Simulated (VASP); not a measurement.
# TePb (Fm-3m) in VASP: a series of runs

Aim: see how the results for TePb move with the level of theory and the settings. Levels: PBE exchange alone, LDA. Tasks: single point, relaxation of cell and atoms.

All numbers are computed with VASP 6.6.1; they aren't measurements. Logs are shortened: lines on timing, memory, paths and dates and some standing lists are left out, and cuts for length are marked.

### Step 1. The cell of the first run

It takes space group Fm-3m (No. 225, cubic). Conventional cell: a = 7.023 Å, b = 7.023 Å, c = 7.023 Å, α = 90.00°, β = 90.00°, γ = 90.00°. Within 4.6 Å of Pb (site symmetry m-3m) lie 6 Te at 3.51 Å. Te (site symmetry m-3m) has 6 Pb at 3.51 Å within 4.6 Å.

### Step 2. Single point, PBE exchange alone

Contents of INCAR:

```
SYSTEM = TePb
  AGGAC = 0.0
  ALDAC = 0.0
  ALGO = Normal
  EDIFF = 1E-6
  ENCUT = 500
  GGA = PE
  GGA_COMPAT = .False.
  ISIF = 2
  ISMEAR = -1
  LASPH = .True.
  LCHARG = .True.
  LELF = .True.
  LREAL = .False.
  LVHAR = .True.
  LWAVE = .False.
  NBANDS = 17
  NELM = 120
  PREC = Accurate
  SIGMA = 0.05
```

Contents of KPOINTS:

```
k-points
0
Gamma
  7 7 7
  0 0 0
```

Contents of POSCAR:

```
TePb
1.0
    0.0000000000      3.5114218563      3.5114218563
    3.5114218563      0.0000000000      3.5114218563
    3.5114218563      3.5114218563      0.0000000000
Pb Te
1 1
Direct
    0.0000000000      0.0000000000      0.0000000000
    0.5000000000      0.5000000000      0.5000000000
```

Potentials or basis: VASP PAW PBE potentials, release 64 (Pb_d, Te).

On the command line:

```bash
$ cat potpaw_PBE.64/Pb_d/POTCAR potpaw_PBE.64/Te/POTCAR > POTCAR
$ mpirun -np 1 vasp_std > vasp.out
```

OUTCAR:

```text
SYSTEM = TePb
   EDIFF = 1E-6
   ENCUT = 500
   GGA = PE
   ISIF = 2
   ISMEAR = -1
   LASPH = .True.
   LREAL = .False.
   NELM = 120
   PREC = Accurate

 ion  position               nearest neighbor table
   1  0.000  0.000  0.000-   2 3.51   2 3.51   2 3.51   2 3.51   2 3.51   2 3.51
   2  0.500  0.500  0.500-   1 3.51   1 3.51   1 3.51   1 3.51   1 3.51   1 3.51

  LATTYP: Found a face centered cubic cell.
 ALAT       =     7.0228437126

  Lattice vectors:

 A1 = (   0.0000000000,   3.5114218563,   3.5114218563)
 A2 = (   3.5114218563,   0.0000000000,   3.5114218563)
 A3 = (   3.5114218563,   3.5114218563,   0.0000000000)

Analysis of symmetry for initial positions (statically):
=====================================================================
 Subroutine PRICEL returns:
 Original cell was already a primitive cell.

 Routine SETGRP: Setting up the symmetry group for a
 face centered cubic supercell.

 Subroutine GETGRP returns: Found 48 space group operations
[... 9 lines left out ...]

 Routine SETGRP: Setting up the symmetry group for a
 face centered cubic supercell.

 Subroutine GETGRP returns: Found 48 space group operations
[... 11 lines left out ...]
                                     Primitive cell

  volume of cell :      86.5922

  direct lattice vectors                    reciprocal lattice vectors
     0.000000000  3.511421856  3.511421856    -0.142392461  0.142392461  0.142392461
     3.511421856  0.000000000  3.511421856     0.142392461 -0.142392461  0.142392461
     3.511421856  3.511421856  0.000000000     0.142392461  0.142392461 -0.142392461

  length of vectors
     4.965900412  4.965900412  4.965900412     0.246630977  0.246630977  0.246630977

  position of ions in fractional coordinates (direct lattice)
     0.000000000  0.000000000  0.000000000
     0.500000000  0.500000000  0.500000000

  ion indices of the primitive-cell ions
   primitive index   ion index
                 1           1
                 2           2

----------------------------------------------------------------------------------------

 KPOINTS: k-points

Automatic generation of k-mesh.
 Grid dimensions read from file:
 generate k-points for:    7    7    7

 Generating k-lattice:

  Cartesian coordinates                     Fractional coordinates (reciprocal lattice)
    -0.020341780  0.020341780  0.020341780     0.142857143  0.000000000  0.000000000
     0.020341780 -0.020341780  0.020341780     0.000000000  0.142857143  0.000000000
     0.020341780  0.020341780 -0.020341780     0.000000000  0.000000000  0.142857143

  Length of vectors
     0.035232997  0.035232997  0.035232997

  Shift w.r.t. Gamma in fractional coordinates (k-lattice)
     0.000000000  0.000000000  0.000000000

 Subroutine IBZKPT returns following result:
 ===========================================

 Found     20 irreducible k-points:

 Following reciprocal coordinates:
            Coordinates               Weight
  0.000000  0.000000  0.000000      1.000000
  0.142857  0.000000  0.000000      8.000000
  0.285714  0.000000  0.000000      8.000000
  0.428571  0.000000  0.000000      8.000000
  0.142857  0.142857  0.000000      6.000000
  0.285714  0.142857  0.000000     24.000000
[... 12 lines left out ...]
 -0.428571  0.428571  0.142857     24.000000
 -0.285714  0.428571  0.142857     24.000000
   k-points           NKPTS =     20   k-points in BZ     NKDIM =     20   number of bands    NBANDS=     17
   number of dos      NEDOS =    301   number of ions     NIONS =      2
   total plane-waves  NPLWV =  46656
   dimension x,y,z NGX =    36 NGY =   36 NGZ =   36
   dimension x,y,z NGXF=    72 NGYF=   72 NGZF=   72
   ions per type =               1   1
   NGX,Y,Z   is equivalent  to a cutoff of  12.05, 12.05, 12.05 a.u.
   NGXF,Y,Z  is equivalent  to a cutoff of  24.10, 24.10, 24.10 a.u.
 SYSTEM =  TePb
   PREC   = accura    normal or accurate (medium, high low for compatibility)
   ISTART =      0    job   : 0-new  1-cont  2-samecut
   ICHARG =      2    charge: 1-file 2-atom 10-const
   ISPIN  =      1    spin polarized calculation?
   LNONCOLLINEAR =      F non collinear calculations
   LSORBIT =      F    spin-orbit coupling
   LASPH  =      T    aspherical Exc in radial PAW
   ENCUT  =  500.0 eV  36.75 Ry    6.06 a.u.   9.05  9.05  9.05*2*pi/ulx,y,z
   NELM   =    120;   NELMIN=  2; NELMDL= -5     # of ELM steps
   EDIFF  = 0.1E-05   stopping-criterion for ELM
   LREAL  =      F    real-space projection
   EDIFFG = 0.1E-04   stopping-criterion for IOM
   NSW    =      0    number of steps for IOM
   IBRION =     -1    ionic relax: 0-MD 1-quasi-New 2-CG
   NFREE  =      0    steps in history (QN), initial steepest desc. (CG)
   ISIF   =      2    stress and relaxation
   ISYM   =      2    0-nonsym 1-usesym 2-fastsym
   POTIM  = 0.5000    time-step for ionic-motion
   TEBEG  =    0.0;   TEEND  =   0.0 temperature during run
   PSTRESS=    0.0 pullay stress
   NELECT =      20.0000    total number of electrons
   NUPDOWN=      -1.0000    fix difference up-down
   EMIN   =  10.00;   EMAX   =-10.00  energy-range for DOS
   EFERMI =   0.00;   METHOD = LEGACY
   ISMEAR =    -1;   SIGMA  =   0.05  broadening in eV -4-tet -1-fermi 0-gaus
   EFERMI_NEDOS =   21; number of points for ismear=-14 and -15
   IALGO  =     38    algorithm
   IMIX   =      4    mixing-type and parameters
     AMIX     =   0.40;   BMIX     =  1.00
     AMIX_MAG =   1.60;   BMIX_MAG =  1.00
  volume/ion in A,a.u.               =      43.30       292.18
  Fermi-wavevector in a.u.,A,eV,Ry     =   1.004443  1.898121 13.726987  1.008905
  Thomas-Fermi vector in A             =   2.137059
   LORBIT       =      0    0 simple, 1 ext, 2 COOP (PROOUT), +10 PAW based schemes
   GGA     = PE    functional components
   LHFCALC =     F    Hartree Fock is set to
   AEXX    =    0.0000 exact exchange contribution
   IVDW    =     0    specifies the selected vdW correction
   LEPSILON=     F    determine dielectric tensor
   LRPA    =     F    only Hartree local field effects (RPA)
 non-spin polarized calculation
  energy-cutoff  :      500.00
  volume of cell :       86.59
 maximum number of plane-waves:      2217
   NGX = 19   NGY = 19   NGZ = 19

 number of electron      19.9999999 magnetization

 Free energy of the ion-electron system (eV)
  ---------------------------------------------------
  ext. energy  EPLUGINS =         0.00000000
  ---------------------------------------------------
  free energy    TOTEN  =        -5.47043016 eV

  energy without entropy =       -5.47042952  energy(sigma->0) =       -5.47042984

 E-fermi :   4.8835     XC(G=0):  -6.7195

 val. band max:        4.2259616421   @ k =  -0.2857   0.1429   0.0000
 cond. band min:       5.4608029494   @ k =   0.4286   0.0000   0.0000
 fundamental gap:      1.2348413074
 Fermi energy:         4.8835031893

 k-point     1 :       0.0000    0.0000    0.0000
  band No.  band energies     occupation
      1     -12.1242      2.00000
      2     -12.1242      2.00000
      3     -12.1242      2.00000
      4     -12.1222      2.00000
      5     -12.1222      2.00000
      6      -6.0872      2.00000
[... 9 lines left out ...]
     16      10.6111      0.00000
     17      11.1514      0.00000

 k-point     2 :       0.1429    0.0000    0.0000
  band No.  band energies     occupation
      1     -12.1239      2.00000
      2     -12.1239      2.00000
      3     -12.1239      2.00000
      4     -12.1222      2.00000
      5     -12.1222      2.00000
      6      -5.9699      2.00000
[... 9 lines left out ...]
     16      10.9122      0.00000
     17      12.1122      0.00000

 k-point     3 :       0.2857    0.0000    0.0000
  band No.  band energies     occupation
      1     -12.1254      2.00000
      2     -12.1254      2.00000
      3     -12.1233      2.00000
      4     -12.1199      2.00000
      5     -12.1199      2.00000
      6      -5.6489      2.00000
[... 9 lines left out ...]
     16      11.7607      0.00000
     17      13.8233      0.00000

 k-point     4 :       0.4286    0.0000    0.0000
  band No.  band energies     occupation
      1     -12.1269      2.00000
      2     -12.1269      2.00000
      3     -12.1228      2.00000
      4     -12.1178      2.00000
      5     -12.1178      2.00000
      6      -5.2769      2.00000
[... 9 lines left out ...]
     16      13.0357      0.00000
     17      13.6195      0.00000

 k-point     5 :       0.1429    0.1429    0.0000
  band No.  band energies     occupation
      1     -12.1248      2.00000
      2     -12.1245      2.00000
      3     -12.1226      2.00000
      4     -12.1226      2.00000
      5     -12.1215      2.00000
      6      -5.9330      2.00000
[... 9 lines left out ...]
     16      11.3702      0.00000
     17      11.6771      0.00000

 k-point     6 :       0.2857    0.1429    0.0000
  band No.  band energies     occupation
      1     -12.1269      2.00000
      2     -12.1245      2.00000
      3     -12.1230      2.00000
      4     -12.1208      2.00000
      5     -12.1194      2.00000
      6      -5.6863      2.00000
[... 9 lines left out ...]
     16      12.2677      0.00000
     17      12.7904      0.00000
[... 201 lines left out ...]
 k-point    17 :       0.4286    0.2857    0.1429
  band No.  band energies     occupation
      1     -12.1292      2.00000
      2     -12.1242      2.00000
      3     -12.1230      2.00000
      4     -12.1190      2.00000
      5     -12.1182      2.00000
      6      -5.4245      2.00000
[... 9 lines left out ...]
     16      12.7734      0.00000
     17      13.7473      0.00000

 k-point    18 :      -0.4286    0.2857    0.1429
  band No.  band energies     occupation
      1     -12.1304      2.00000
      2     -12.1239      2.00000
      3     -12.1221      2.00000
      4     -12.1194      2.00000
      5     -12.1171      2.00000
      6      -5.1502      2.00000
[... 9 lines left out ...]
     16      13.6164      0.00000
     17      14.0933      0.00000

 k-point    19 :      -0.4286    0.4286    0.1429
  band No.  band energies     occupation
      1     -12.1345      2.00000
      2     -12.1249      2.00000
      3     -12.1208      2.00000
      4     -12.1177      2.00000
      5     -12.1159      2.00000
      6      -5.1168      2.00000
[... 9 lines left out ...]
     16      13.8020      0.00000
     17      14.9703      0.00000

 k-point    20 :      -0.2857    0.4286    0.1429
  band No.  band energies     occupation
      1     -12.1328      2.00000
      2     -12.1228      2.00000
      3     -12.1218      2.00000
      4     -12.1201      2.00000
      5     -12.1159      2.00000
      6      -5.0482      2.00000
[... 9 lines left out ...]
     16      14.3175      0.00000
     17      14.4675      0.00000

------------------------ aborting loop because EDIFF is reached ----------------------------------------

  FORCE on cell =-STRESS in cart. coord.  units (eV):
  Direction    XX          YY          ZZ          XY          YZ          ZX
  --------------------------------------------------------------------------------------
  -------------------------------------------------------------------------------------
  Total        0.0113251      0.0113251      0.0113251      0.0000000      0.0000000     -0.0000000
  in kB        0.2095440      0.2095440      0.2095440      0.0000000      0.0000000     -0.0000000
  external PRESSURE =       0.2095440 kB  Pullay stress =       0.0000000 kB

 VOLUME and BASIS-vectors are now :
 -----------------------------------------------------------------------------
  energy-cutoff  :      500.00
  volume of cell :       86.59
      direct lattice vectors                 reciprocal lattice vectors
     0.000000000  3.511421856  3.511421856    -0.142392461  0.142392461  0.142392461
     3.511421856  0.000000000  3.511421856     0.142392461 -0.142392461  0.142392461
     3.511421856  3.511421856  0.000000000     0.142392461  0.142392461 -0.142392461

 POSITION                                       TOTAL-FORCE (eV/Angst)
 -----------------------------------------------------------------------------------
      0.00000      0.00000      0.00000         0.000000      0.000000     -0.000000
      3.51142      3.51142      3.51142         0.000000      0.000000      0.000000
 -----------------------------------------------------------------------------------
    total drift:                                0.000000      0.000000      0.000000

  FREE ENERGIE OF THE ION-ELECTRON SYSTEM (eV)
  ---------------------------------------------------
  free  energy   TOTEN  =        -5.4704301603 eV

  energy  without entropy=       -5.4704295180  energy(sigma->0) =       -5.47042984
```

It took 14 s on 1 thread of Intel Xeon 6975P-C (Granite Rapids), shared host; peak memory 0.21 GiB.

Results:

```
Free energy : -5.4704 eV
Pressure    : 0.0 GPa
```

Levels at points of the mesh, in eV from the Fermi level:
| k point | band 7 | band 8 | band 9 | band 10 | band 11 | band 12 | band 13 | band 14 |
| --- | --- | --- | --- | --- | --- | --- | --- | --- |
| (0.00, 0.00, 0.00) | -6.90 | -1.22 | -1.22 | -1.22 | 2.95 | 2.95 | 2.95 | 5.73 |

Caveat: this odd mesh misses L, where the gap lies, so gap, dielectric constants and Born charges aren't listed; spin-orbit coupling is left out, which moves the levels of the heavy elements.

[end of part 1 of 2]
